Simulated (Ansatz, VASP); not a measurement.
## Two plane-wave programs on Rh

```
Rh
1.0
     2.79834    0.00000    0.00000
    -1.39917    2.42344    0.00000
     0.00000    0.00000    9.12567
Rh
4
Direct
  0.00000 0.00000 0.00000
  0.00000 0.00000 0.50000
  0.33333 0.66667 0.25000
  0.66667 0.33333 0.75000
```

Alike in both runs: task single point; functional BLYP; k mesh 15 × 15 × 4; occupations fermi-dirac, width 0.1 eV; no spin polarisation.

```csv
,VASP,Ansatz
version,VASP 6.6.1,Ansatz 0.2.0
potentials or method,"VASP PAW PBE potentials, release 64 (Rh_pv), cutoff 520 eV","plane waves (420 eV) with PAW, scalar-relativistic"
valence electrons in the cell,60,68
```

|  | VASP | Ansatz | Ansatz less VASP |
| --- | --- | --- | --- |
| pressure (GPa) | -7.0 | -7.5 | -0.45 |
| traceless stress, the component that is largest in VASP (GPa) | -0.08 | -0.08 | +0.003 |

VASP's potentials were made for PBE, not for BLYP. VASP's potentials hold 60 valence electrons a cell and Ansatz's 68, so a difference there can come from the potentials and not from the codes.
